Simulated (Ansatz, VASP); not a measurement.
**N: VASP beside Ansatz**

```xyz
2
Lattice="6.4601 0.0000 0.0000 0.0000 6.7789 0.0000 0.0000 0.0000 24.0168" Properties=species:S:1:pos:R:3 pbc="T T T"
N    -0.0024    6.7781   15.3472
N    -0.0043    6.7692   16.4478
```

Alike in both runs: task single point; functional PBE; dispersion D3(BJ); k mesh 3 × 2 × 1; occupations gaussian, width 0.05 eV; no spin polarisation.

|  | VASP | Ansatz |
| --- | --- | --- |
| version | VASP 6.6.1 | Ansatz 0.2.0 |
| potentials or method | VASP PAW PBE potentials, release 64 (N_h), cutoff 1000 eV | scalar-relativistic, plane waves, PAW |
| valence electrons in the cell | 10 | 10 |

Ansatz gave:

- gap on the k mesh at the Fermi level (eV): 8.24
- rms of the force components (eV/Å): 0.126

Question: Which values does VASP return?

Answer: gap on the k mesh at the Fermi level (eV): 8.25; rms of the force components (eV/Å): 0.168.

Atom by atom the forces differ by 0.042 eV/Å (rms over components).

The k mesh is coarse, so the values compare programs but aren't converged.
